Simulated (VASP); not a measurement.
# Au (Im-3m) in VASP: a series of runs, part 2 of 2

VASP 6.6.1. Earlier steps stand in the parts before.

## (3) Relaxation of cell and atoms, BLYP+D3(BJ)

INCAR reads:

```
SYSTEM = Au
AGGAC = 1.0 ; AGGAX = 1.0
ALDAC = 0.0 ; ALDAX = 1.0
ALGO = Normal ; EDIFF = 1E-6
EDIFFG = -0.01 ; ENCUT = 600
GGA = B5 ; IBRION = 2
ISIF = 3 ; ISMEAR = -1
IVDW = 12 ; LASPH = .True.
LCHARG = .False. ; LREAL = .False.
LWAVE = .False. ; NELM = 100
NSW = 60 ; PREC = Accurate
SIGMA = 0.05 ; VDW_A1 = 0.4298
VDW_A2 = 4.2359 ; VDW_S6 = 1.0
VDW_S8 = 2.6996
```

KPOINTS reads:

```
k-points
0
Gamma
  11 11 11
  0 0 0
```

POSCAR reads:

```
Au
1.0
   -1.6572690000      1.6572690000      1.6572690000
    1.6572690000     -1.6572690000      1.6572690000
    1.6572690000      1.6572690000     -1.6572690000
Au
1
Direct
    0.0000000000      0.0000000000      0.0000000000
```

Potentials or basis: VASP PAW PBE potentials, release 64 (Au).

Started as:

```
> cat potpaw_PBE.64/Au/POTCAR > POTCAR
> mpirun -np 1 vasp_std > vasp.out
```

Run time: 26 s. Hardware: 1 thread of Intel Xeon 6975P-C, shared host; peak memory 0.16 GiB.

It converged, with:

| Item | Value |
| --- | --- |
| Free energy | -3.8364 eV |
| Relaxed volume | 17.80 Å³/atom |
| Relaxed cell | a = 2.849 Å, b = 2.849 Å, c = 2.849 Å, α = 109.47°, β = 109.47°, γ = 109.47° |
| Space group after relaxing (to 0.05 Å) | Im-3m (No. 229) |
| Energy gained by relaxing | 4.0 meV/atom |
| Ionic steps | 3 |
| Pressure after relaxing | 0.0 GPa |
| Dispersion energy per atom | -1.467 eV |

Step by step:
```tsv
step	energy change (eV)	largest force (eV/Å)	pressure (GPa)	volume (Å³)
1	0.0000	0.0000	-3.09	18.21
2	0.0027	0.0000	4.47	17.30
3	-0.0040	0.0000	-0.02	17.80
```

Final structure:
```xyz
1
Lattice="-1.6448 1.6448 1.6448 1.6448 -1.6448 1.6448 1.6448 1.6448 -1.6448" Properties=species:S:1:pos:R:3 pbc="T T T"
Au    0.0000    0.0000    0.0000
```

Levels at points of the mesh, in eV from the Fermi level:
```csv
k point,band 1,band 2,band 3,band 4,band 5,band 6,band 7,band 8,band 9
"(0.00, 0.00, 0.00)",-9.23,-4.60,-4.60,-4.60,-2.78,-2.78,16.82,16.82,16.82
```

Caveat: the PAW data sets were made with another functional, which shifts forces and pressure a little; spin-orbit coupling is left out, which moves the levels of the heavy elements; pairwise dispersion overbinds metals, which lowers pressure and volume.

## (4) Single point, BLYP+D4

This run uses another cell than the first one, of 18.04 Å³/atom, 0.991 times its volume.

INCAR reads:

```
  AGGAC = 1.0
  AGGAX = 1.0
  ALDAC = 0.0
  ALDAX = 1.0
  ALGO = Normal
  EDIFF = 1E-6
  ENCUT = 520
  GGA = B5
  ISIF = 2
  ISMEAR = -1
  IVDW = 13
  LASPH = T
  LCHARG = F
  LREAL = F
  LWAVE = F
  NBANDS = 12
  NELM = 60
  PREC = Accurate
  SIGMA = 0.05
  VDW_A1 = 0.44488865
  VDW_A2 = 4.0933009
  VDW_S6 = 1.0
  VDW_S8 = 2.34076671
```

KPOINTS reads:

```
k-points
0
Gamma
  11 11 11
```

POSCAR reads:

```
Au
1.0
   -1.6521756992      1.6521756992      1.6521756992
    1.6521756992     -1.6521756992      1.6521756992
    1.6521756992      1.6521756992     -1.6521756992
Au
1
Direct
    0.0000000000      0.0000000000      0.0000000000
```

Potentials or basis: VASP PAW PBE potentials, release 64 (Au).

Started as:

```
> cat potpaw_PBE.64/Au/POTCAR > POTCAR
> mpirun -np 1 vasp_std > vasp.out
```

OUTCAR:

```text
EDIFF = 1E-6
   ENCUT = 520
   GGA = B5
   ISIF = 2
   ISMEAR = -1
   IVDW = 13
   LASPH = T
   LREAL = F
   NELM = 60
   PREC = Accurate

 ion  position               nearest neighbor table
   1  0.000  0.000  0.000-

  LATTYP: Found a body centered cubic cell.
 ALAT       =     3.3043513984

  Lattice vectors:

 A1 = (  -1.6521756992,   1.6521756992,   1.6521756992)
 A2 = (   1.6521756992,  -1.6521756992,   1.6521756992)
 A3 = (   1.6521756992,   1.6521756992,  -1.6521756992)

Analysis of symmetry for initial positions (statically):
=====================================================================
 Subroutine PRICEL returns:
 Original cell was already a primitive cell.

 Routine SETGRP: Setting up the symmetry group for a
 body centered cubic supercell.

 Subroutine GETGRP returns: Found 48 space group operations
 (whereof 48 operations were pure point group operations)
 out of a pool of 48 trial point group operations.

The static configuration has the point symmetry O_h .

[... 166 lines left out ...]
  band No.  band energies     occupation
      1      -0.0518      2.00000
      2       4.5176      2.00000
      3       4.5176      2.00000
      4       4.5176      2.00000
      5       6.2970      2.00000
      6       6.2970      2.00000
      7      25.8643      0.00000
      8      25.8643      0.00000
      9      25.8643      0.00000
     10      32.2924      0.00000
     11      32.2924      0.00000
     12      32.2924      0.00000
[... 331 lines left out ...]
 k-point    24 :       0.3636    0.1818    0.0909
  band No.  band energies     occupation
      1       3.2341      2.00000
      2       3.7314      2.00000
      3       5.3311      2.00000
      4       6.3402      2.00000
      5       6.5206      2.00000
      6      12.0063      0.00000
      7      12.5107      0.00000
      8      17.9946      0.00000
      9      20.6434      0.00000
     10      31.1261      0.00000
     11      32.6686      0.00000
     12      34.6652      0.00000

 [... further k-points ...]

------------------------ aborting loop because EDIFF is reached ----------------------------------------

  DFT-D4 for vdW energy calculation

  Edisp (eV):   -1.23266

  FORCE on cell =-STRESS in cart. coord.  units (eV):
  Direction    XX          YY          ZZ          XY          YZ          ZX
  --------------------------------------------------------------------------------------
  -------------------------------------------------------------------------------------
  Total       0.06760     0.06760     0.06760    -0.00000     0.00000     0.00000
  in kB       6.00384     6.00384     6.00384    -0.00000     0.00000     0.00000
  external pressure =        6.00 kB  Pullay stress =        0.00 kB

 VOLUME and BASIS-vectors are now :
 -----------------------------------------------------------------------------
  energy-cutoff  :      520.00
  volume of cell :       18.04
      direct lattice vectors                 reciprocal lattice vectors
    -1.652175699  1.652175699  1.652175699     0.000000000  0.302631252  0.302631252
     1.652175699 -1.652175699  1.652175699     0.302631252  0.000000000  0.302631252
     1.652175699  1.652175699 -1.652175699     0.302631252  0.302631252  0.000000000

 POSITION                                       TOTAL-FORCE (eV/Angst)
 -----------------------------------------------------------------------------------
      0.00000      0.00000      0.00000        -0.000000      0.000000      0.000000
 -----------------------------------------------------------------------------------
    total drift:                                0.000000      0.000000     -0.000000

  FREE ENERGIE OF THE ION-ELECTRON SYSTEM (eV)
  ---------------------------------------------------
  free  energy   TOTEN  =        -3.6214037449 eV

  energy  without entropy=       -3.6159970539  energy(sigma->0) =       -3.61870040
```

Wall time 11 s (1 thread of Intel Xeon Platinum 8259CL at 2.50GHz (Skylake/Cascade Lake), shared host); peak memory 0.14 GiB.

What came out:

- Free energy: -3.6214 eV
- Pressure: 0.6 GPa
- Dispersion energy per atom: -1.233 eV

Levels at points of the mesh, in eV from the Fermi level:
```
           k point  band 1  band 2  band 3  band 4  band 5  band 6  band 7  band 8  band 9  band 10
(0.00, 0.00, 0.00)   -9.10   -4.53   -4.53   -4.53   -2.75   -2.75   16.81   16.81   16.81    23.24
```

Caveat: the PAW data sets were made with another functional, which shifts forces and pressure a little; spin-orbit coupling is left out, which moves the levels of the heavy elements; pairwise dispersion overbinds metals, which lowers pressure and volume.

## (5) Single point, PBE

INCAR reads:

```
PREC = Accurate
ENCUT = 520
EDIFF = 1E-6
ISMEAR = 0
SIGMA = 0.027000000000000003
LREAL = F
LASPH = T
NELM = 60
ALGO = Normal
ISIF = 2
LWAVE = F
LCHARG = T
GGA = PE
LELF = T
LVHAR = T
NBANDS = 12
```

KPOINTS reads:

```
regular mesh
0
Gamma
  11 11 11
```

POSCAR reads:

```
Au
1.0
   -1.6572690000      1.6572690000      1.6572690000
    1.6572690000     -1.6572690000      1.6572690000
    1.6572690000      1.6572690000     -1.6572690000
Au
1
Direct
    0.0000000000      0.0000000000      0.0000000000
```

Started as:

```
> cat potpaw_PBE.64/Au/POTCAR > POTCAR
> mpirun -np 1 vasp_std > vasp.out
```

It took 7.2 s on 1 thread of Intel Xeon Platinum 8259CL at 2.50GHz (Skylake/Cascade Lake), shared host; peak memory 0.14 GiB.

It converged, with:

* Free energy: -3.1925 eV
* Pressure: -1.1 GPa

Levels at points of the mesh, in eV from the Fermi level:
| k point | band 2 | band 3 | band 4 | band 5 | band 6 | band 7 | band 8 | band 9 | band 10 | band 11 |
| --- | --- | --- | --- | --- | --- | --- | --- | --- | --- | --- |
| (0.00, 0.00, 0.00) | -4.40 | -4.40 | -4.40 | -2.67 | -2.67 | 16.60 | 16.60 | 16.60 | 23.27 | 23.27 |

Caveat: spin-orbit coupling is left out, which moves the levels of the heavy elements.

## (6) Overview

```csv
task,level,cell,cutoff (eV),smearing,gap on the mesh (eV),pressure (GPa),relaxed volume (Å³/atom)
relaxation of cell and atoms,revPBE+D4,"relaxed from a = 2.870 Å, angles 109.5°, 1 atom",600,fermi-dirac 0.05 eV,none,0.1,17.27
relaxation of cell and atoms,BLYP+D3(BJ),"relaxed from a = 2.870 Å, angles 109.5°, 1 atom",600,fermi-dirac 0.05 eV,none,0.0,17.80
single point,BLYP+D4,"a = 2.862 Å, angles 109.5°, 1 atom",520,fermi-dirac 0.05 eV,none,0.6,-
single point,PBE,"a = 2.870 Å, angles 109.5°, 1 atom",520,gaussian 0.027 eV,none,-1.1,-
```

Alike in all rows: potentials or basis VASP PAW PBE potentials, release 64 (Au); no spin polarisation; k mesh 11 × 11 × 11.

Caveats: spin-orbit coupling is left out, which moves the levels of the heavy elements; the PAW data sets were made with another functional, which shifts forces and pressure a little (some runs); pairwise dispersion overbinds metals, which lowers pressure and volume (some runs).

Total energies depend on the potentials used, so only differences within one code and one set of settings carry meaning.
